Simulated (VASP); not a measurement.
GeCN2:

```
Ge N C
1.0
     1.78175    1.02869    4.88892
    -1.78175    1.02869    4.88892
     0.00000   -2.05739    4.88892
Ge N C
1 2 1
Direct
  0.00000 0.00000 0.00000
  0.58390 0.58390 0.58390
  0.41610 0.41610 0.41610
  0.50000 0.50000 0.50000
```

Base run:

```yaml
Program: VASP 6.6.1
Functional: r2SCAN
Potentials_or_basis: VASP PAW PBE potentials, release 64 (Ge_d, N, C)
Cutoff: 520 eV
k_mesh: 9 × 9 × 9
Occupations: fermi-dirac, width 0.05 eV
Spin: no spin polarisation
```

Its results: band gap on the k mesh 1.16 eV, indirect (least direct gap 2.04 eV); pressure -0.3 GPa; largest force 0.309 eV/Å.

The run is repeated on the same cell with these changes: functional from r2SCAN to LDA; potentials or basis from VASP PAW PBE potentials, release 64 (Ge_d, N, C) to VASP PAW LDA potentials, release 64 (Ge_d, N, C). What comes out?

Band gap on the k mesh 0.91 eV, indirect (least direct gap 1.67 eV); pressure -3.9 GPa; largest force 0.404 eV/Å.

Caveats: the PAW data sets were made with another functional, which shifts forces and pressure a little (some runs).

A k mesh can miss the band edges.
